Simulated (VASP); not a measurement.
Crystal: ZnSnN2.

```xyz
4
Lattice="3.3820 0.0000 0.0000 0.0000 3.3820 0.0000 0.0000 0.0000 4.6996" Properties=species:S:1:pos:R:3 pbc="T T T"
Zn    0.0000    0.0000    0.0000
N     0.0000    1.6910    1.1507
N     1.6910    0.0000    3.5490
Sn    1.6910    1.6910    2.3498
```

Base run:

| Item | Value |
| --- | --- |
| Program | VASP 6.6.1 |
| Functional | r2SCAN |
| Potentials or basis | VASP PAW PBE potentials, release 64 (Zn, N, Sn_d) |
| Cutoff | 520 eV |
| k mesh | 6 × 6 × 4 |
| Occupations | fermi-dirac, width 0.02 eV |
| Spin | no spin polarisation |

Its results: pressure 0.5 GPa; largest force 0.007 eV/Å.

Problem. The run is repeated on the same cell with these changes: functional from r2SCAN to PBE. What comes out?

Solution. Pressure 5.2 GPa; largest force 0.139 eV/Å.

Caveats: the PAW data sets were made with another functional, which shifts forces and pressure a little (some runs).
